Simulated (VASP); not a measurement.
The system is PbSe (Clausthalite).

```xyz
2
Lattice="0.0000 2.9982 2.9982 2.9982 0.0000 2.9982 2.9982 2.9982 0.0000" Properties=species:S:1:pos:R:3 pbc="T T T"
Pb    0.0000    0.0000    0.0000
Se    2.9982    2.9982    2.9982
```

Base run:

* Program: VASP 6.6.1
* Functional: RPBE
* Potentials or basis: VASP PAW PBE potentials, release 64 (Pb_d, Se)
* Cutoff: 520 eV
* k mesh: 8 × 8 × 8
* Occupations: fermi-dirac, width 0.05 eV
* Spin: no spin polarisation

Its results: band gap on the k mesh 0.14 eV, direct; pressure 8.3 GPa.

The run is repeated on the same cell with these changes: functional from RPBE to PBE. What comes out?

Band gap on the k mesh 0.07 eV, direct; pressure 6.4 GPa.

PBE binds more tightly than RPBE, so the same cell stands under less pressure.

Caveats: spin-orbit coupling is left out, which moves the levels of the heavy elements; the PAW data sets were made with another functional, which shifts forces and pressure a little (some runs).

A k mesh can miss the band edges.
